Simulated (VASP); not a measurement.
Set up this calculation in VASP 6.6.1, as the native input.

| Quantity | Value |
| --- | --- |
| Task | single point |
| Functional | PBE |
| Potentials or basis | VASP PAW PBE potentials, release 64 (Ag, Be) |
| Cutoff | 520 eV |
| k mesh | 6 × 6 × 6 |
| Occupations | methfessel-paxton, width 0.0144 eV |
| Spin | no spin polarisation |
| Dipole correction | no |
| k mesh for the DOS | 9 × 9 × 9 |
| Occupations for the DOS | tetrahedron |
| Further INCAR settings | ALGO = Normal; EDIFF = 1e-06 |

The system is BeAg2.

```
CELL_PARAMETERS angstrom
4.72860 0.00000 0.00000
0.00000 4.72860 0.00000
0.00000 0.00000 4.72860
ATOMIC_POSITIONS crystal
Ag 0.00000 0.00000 0.00000
Ag 0.00000 0.50000 0.50000
Ag 0.50000 0.50000 0.00000
Ag 0.50000 0.00000 0.50000
Be 0.25000 0.25000 0.25000
Be 0.75000 0.75000 0.75000
```

One way to write it, as run:

POSCAR

```
BeAg2
1.0
    4.7285950000      0.0000000000      0.0000000000
    0.0000000000      4.7285950000      0.0000000000
    0.0000000000      0.0000000000      4.7285950000
Ag Be
4 2
Direct
    0.0000000000      0.0000000000      0.0000000000
    0.0000000000      0.5000000000      0.5000000000
    0.5000000000      0.5000000000      0.0000000000
    0.5000000000      0.0000000000      0.5000000000
    0.2500000000      0.2500000000      0.2500000000
    0.7500000000      0.7500000000      0.7500000000
```

INCAR.step1

```
SYSTEM = BeAg2
PREC = Accurate
ENCUT = 520
EDIFF = 1E-6
ISMEAR = 1
SIGMA = 0.0144
LREAL = .FALSE.
LASPH = .TRUE.
NELM = 80
ALGO = Normal
ISIF = 2
LWAVE = .FALSE.
LCHARG = .TRUE.
LMAXMIX = 4
GGA = PE
NBANDS = 33
```

KPOINTS.step1

```
Automatic mesh
0
G
  6 6 6
  0 0 0
```

INCAR.step2

```
SYSTEM = BeAg2
PREC = Accurate
ENCUT = 520
EDIFF = 1E-6
ISMEAR = -5
SIGMA = 0.0144
LREAL = .FALSE.
LASPH = .TRUE.
NELM = 80
ALGO = Normal
ISIF = 2
LWAVE = .FALSE.
LCHARG = .FALSE.
LMAXMIX = 4
GGA = PE
LORBIT = 10
NEDOS = 2001
ICHARG = 11
```

KPOINTS.step2

```
Automatic mesh
0
G
  9 9 9
  0 0 0
```

Potentials or basis: VASP PAW PBE potentials, release 64 (Ag, Be).

The run is started by

```sh
$ cat potpaw_PBE.64/Ag/POTCAR potpaw_PBE.64/Be/POTCAR > POTCAR
$ cp INCAR.step1 INCAR
$ cp KPOINTS.step1 KPOINTS
$ mpirun -np 1 vasp_std > vasp.out
$ cp INCAR.step2 INCAR
$ cp KPOINTS.step2 KPOINTS
$ mpirun -np 1 vasp_std > vasp.out
```

Results of the run:

```yaml
Valence_electrons_inside_the_program's_atomic_spheres: Ag 9.94; Be 1.26
```

Wall time 87 s on 1 thread of Intel(R) Xeon(R) Platinum 8375C CPU @ 2.90GHz (Ice Lake), on a shared host, peak memory 0.24 GiB.
